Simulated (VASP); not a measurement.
# Te (R-3m) in VASP: further runs, part 2 of 2

VASP 6.6.1.

### Step 4. Relaxation of cell and atoms, PBEsol+D3(BJ)

Contents of INCAR:

```
SYSTEM = Te
  ALGO = Normal
  EDIFF = 1E-6
  EDIFFG = -0.01
  ENCUT = 600
  GGA = PS
  IBRION = 2
  ISIF = 3
  ISMEAR = -1
  IVDW = 12
  LASPH = .TRUE.
  LCHARG = .FALSE.
  LREAL = .FALSE.
  LWAVE = .FALSE.
  NELM = 80
  NSW = 60
  PREC = Accurate
  SIGMA = 0.05
```

Contents of KPOINTS:

```
k-points
0
G
  9 9 9
  0 0 0
```

Contents of POSCAR:

```
Te
1.0
    2.3059043427      1.3313144930      1.6909537039
   -2.3059043427      1.3313144930      1.6909537039
    0.0000000000     -2.6626289860      1.6909537039
Te
1
Direct
    0.5000000000      0.5000000000      0.5000000000
```

Potentials or basis: VASP PAW PBE potentials, release 64 (Te).

Started as:

```console
$ cat potpaw_PBE.64/Te/POTCAR > POTCAR
$ mpirun -np 1 vasp_std > vasp.out
```

OUTCAR:

```text
SYSTEM = Te
   EDIFF = 1E-6
   EDIFFG = -0.01
   ENCUT = 600
   GGA = PS
   IBRION = 2
   ISIF = 3
   ISMEAR = -1
   IVDW = 12
   LASPH = .TRUE.
   LREAL = .FALSE.
   NELM = 80
   NSW = 60
   PREC = Accurate
 IVDW          = 12

 ion  position               nearest neighbor table
   1  0.500  0.500  0.500-

  LATTYP: Found a trigonal (rhomboedric) cell.
 ALAT       =     3.1541904739
 COS(alpha) =    -0.0688991668

  Lattice vectors:

 A1 = (   2.3059043427,   1.3313144930,   1.6909537039)
 A2 = (  -2.3059043427,   1.3313144930,   1.6909537039)
 A3 = (   0.0000000000,  -2.6626289860,   1.6909537039)

Analysis of symmetry for initial positions (statically):
=====================================================================
 Subroutine PRICEL returns:
 Original cell was already a primitive cell.

 Routine SETGRP: Setting up the symmetry group for a
 trigonal (rhombohedral) supercell.

 Subroutine GETGRP returns: Found 12 space group operations
 (whereof 12 operations were pure point group operations)
 out of a pool of 12 trial point group operations.

The static configuration has the point symmetry D_3d.

Analysis of symmetry for dynamics (positions and initial velocities):
=====================================================================
 Subroutine PRICEL returns:
 Original cell was already a primitive cell.

 Routine SETGRP: Setting up the symmetry group for a
 trigonal (rhombohedral) supercell.

 Subroutine GETGRP returns: Found 12 space group operations
 (whereof 12 operations were pure point group operations)
 out of a pool of 12 trial point group operations.

The dynamic configuration has the point symmetry D_3d.

 Subroutine INISYM returns: Found 12 space group operations
 (whereof 12 operations are pure point group operations),
 and found     1 'primitive' translations

----------------------------------------------------------------------------------------

                                     Primitive cell

  volume of cell :      31.1462

[... 94 lines left out ...]
   POTIM  = 0.5000    time-step for ionic-motion
   TEBEG  =    0.0;   TEEND  =   0.0 temperature during run
   PSTRESS=    0.0 pullay stress
   NELECT =       6.0000    total number of electrons
   NUPDOWN=      -1.0000    fix difference up-down
   EMIN   =  10.00;   EMAX   =-10.00  energy-range for DOS
   EFERMI =   0.00;   METHOD = LEGACY
   ISMEAR =    -1;   SIGMA  =   0.05  broadening in eV -4-tet -1-fermi 0-gaus
   EFERMI_NEDOS =   21; number of points for ismear=-14 and -15
   IALGO  =     38    algorithm
   IMIX   =      4    mixing-type and parameters
     AMIX     =   0.40;   BMIX     =  1.00
     AMIX_MAG =   1.60;   BMIX_MAG =  1.00
  volume/ion in A,a.u.               =      31.15       210.18
  Fermi-wavevector in a.u.,A,eV,Ry     =   0.945490  1.786717 12.162947  0.893951
  Thomas-Fermi vector in A             =   2.073397
   LORBIT       =      0    0 simple, 1 ext, 2 COOP (PROOUT), +10 PAW based schemes
   GGA     = PS    functional components
   LHFCALC =     F    Hartree Fock is set to
   AEXX    =    0.0000 exact exchange contribution
   IVDW    =    12    specifies the selected vdW correction
   LEPSILON=     F    determine dielectric tensor
   LRPA    =     F    only Hartree local field effects (RPA)
 conjugate gradient relaxation of ions
 non-spin polarized calculation
  energy-cutoff  :      600.00
  volume of cell :       31.15
 maximum number of plane-waves:      1069
 NGX is ok and might be reduce to    28
   NGX = 13   NGY = 13   NGZ = 13

--------------------------------------- Ionic step        1  -------------------------------------------

 number of electron       5.9999999 magnetization

 Free energy of the ion-electron system (eV)
  ---------------------------------------------------
  ext. energy  EPLUGINS =         0.00000000
  ---------------------------------------------------
  free energy    TOTEN  =        -3.50515440 eV

  energy without entropy =       -3.49975940  energy(sigma->0) =       -3.50245690

------------------------ aborting loop because EDIFF is reached ----------------------------------------

 Edisp (eV)   -0.44509

 E8    (eV) :    -0.3023
[... 225 lines left out ...]
--------------------------------------- Ionic step        7  -------------------------------------------

 number of electron       6.0000000 magnetization

 Free energy of the ion-electron system (eV)
  ---------------------------------------------------
  ext. energy  EPLUGINS =         0.00000000
  ---------------------------------------------------
  free energy    TOTEN  =        -3.49404336 eV

  energy without entropy =       -3.48912341  energy(sigma->0) =       -3.49158339

 E-fermi :   7.5903     XC(G=0):  -9.8694

 val. band max:        7.5687284942   @ k =  -0.2222   0.4444   0.2222
 cond. band min:       7.6114269321   @ k =  -0.3333   0.4444   0.2222
 fundamental gap:      0.0426984379
 Fermi energy:         7.5902840307

 k-point     1 :       0.0000    0.0000    0.0000
  band No.  band energies     occupation
      1      -6.7522      2.00000
      2       8.5682      0.00000
      3       9.2464      0.00000
      4       9.2464      0.00000
      5      13.7267      0.00000
      6      13.7267      0.00000
      7      14.4412      0.00000
[... 221 lines left out ...]
 k-point    24 :       0.4444    0.4444    0.0000
  band No.  band energies     occupation
      1      -2.8307      2.00000
      2       2.3029      2.00000
      3       3.2981      2.00000
      4       9.8265      0.00000
      5      11.6022      0.00000
      6      17.7735      0.00000
      7      19.6707      0.00000

 [... further k-points ...]

------------------------ aborting loop because EDIFF is reached ----------------------------------------

 Edisp (eV)   -0.46732

 E8    (eV) :    -0.3173
[... 24 lines left out ...]
  FREE ENERGIE OF THE ION-ELECTRON SYSTEM (eV)
  ---------------------------------------------------
  free  energy   TOTEN  =        -3.9613641142 eV

  energy  without entropy=       -3.9564441618  energy(sigma->0) =       -3.95890414

 reached required accuracy - stopping structural energy minimisation
```

OSZICAR:

```text
N       E                     dE             d eps       ncg     rms          rms(c)
DAV:   1     0.198730528674E+02    0.19873E+02   -0.27478E+03  1190   0.761E+02
DAV:   2    -0.292687316269E+01   -0.22800E+02   -0.21988E+02  1610   0.843E+01
[... 44 lines left out ...]
DAV:   5    -0.349460348155E+01   -0.41939E-06   -0.41847E-07  1267   0.600E-03
   6 F= -.39613103E+01 E0= -.39588782E+01  d E =-.186904E-02
       N       E                     dE             d eps       ncg     rms          rms(c)
DAV:   1    -0.349416459963E+01    0.43846E-03   -0.21947E-02  1337   0.764E-01    0.825E-02
DAV:   2    -0.349408796178E+01    0.76638E-04   -0.27555E-04  1351   0.137E-01    0.568E-02
DAV:   3    -0.349404325893E+01    0.44703E-04   -0.13699E-04  1519   0.633E-02    0.253E-02
DAV:   4    -0.349404336436E+01   -0.10544E-06   -0.30319E-06  1379   0.144E-02
   7 F= -.39613641E+01 E0= -.39589041E+01  d E =-.192283E-02
```

Run time: 32 s. Hardware: 1 thread of Intel Xeon 6975P-C (Granite Rapids), shared host; peak memory 0.18 GiB.

Results:

```yaml
Free_energy: -3.9614 eV
Relaxed_volume: 29.65 Å³/atom
Relaxed_cell: a = 3.111 Å, b = 3.111 Å, c = 3.111 Å, α = 95.55°, β = 95.55°, γ = 95.55°
Space_group_after_relaxing_to_0.05_Å: R-3m (No. 166)
Energy_gained_by_relaxing: 11.1 meV/atom
Ionic_steps: 7
Pressure_after_relaxing: 0.0 GPa
Band_gap_on_the_k_mesh: zero (band 3 reaches 10.04 eV, above the bottom of band 4 at 5.07 eV)
Dispersion_energy_per_atom: -0.467 eV
```

The path:
| step | energy change (eV) | largest force (eV/Å) | pressure (GPa) | volume (Å³) |
| --- | --- | --- | --- | --- |
| 1 | 0.0000 | 0.0000 | -2.33 | 31.15 |
| 2 | -0.0050 | 0.0000 | 1.76 | 29.15 |
| 3 | -0.0092 | 0.0000 | -0.01 | 29.93 |
| 4 | -0.0094 | 0.0000 | -0.01 | 29.91 |
| 5 | -0.0102 | 0.0000 | 0.00 | 29.84 |
| 6 | -0.0111 | 0.0000 | 0.01 | 29.69 |
| 7 | -0.0111 | 0.0000 | -0.01 | 29.65 |

Final structure:
```yaml
crystal:
  lattice:
    - [2.30354, 1.32995, 1.61315]
    - [-2.30354, 1.32995, 1.61315]
    - [0.00000, -2.65989, 1.61315]
  atoms:
    - { symbol: Te, position: [0.50000, 0.50000, 0.50000] }
```

Caveat: the PAW data sets were made with another functional, which shifts forces and pressure a little; spin-orbit coupling is left out, which moves the levels of the heavy elements; pairwise dispersion overbinds metals, which lowers pressure and volume.

### Step 5. Overview

```csv
task,level,cell,cutoff (eV),gap on the mesh (eV),pressure (GPa),relaxed volume (Å³/atom)
single point,PBEsol+D3(BJ),as given,520,none,-2.3,-
relaxation of cell and atoms,PBEsol,relaxed,600,none,0.0,31.30
relaxation of cell and atoms,PBEsol+D3(BJ),relaxed,600,none,0.0,29.65
```

Alike in all rows: potentials or basis VASP PAW PBE potentials, release 64 (Te); no spin polarisation; k mesh 9 × 9 × 9; smearing fermi-dirac 0.05 eV.

Caveats: the PAW data sets were made with another functional, which shifts forces and pressure a little; spin-orbit coupling is left out, which moves the levels of the heavy elements; pairwise dispersion overbinds metals, which lowers pressure and volume (some runs); three body term missing (some runs).

Total energies depend on the potentials used, so only differences within one code and one set of settings carry meaning.
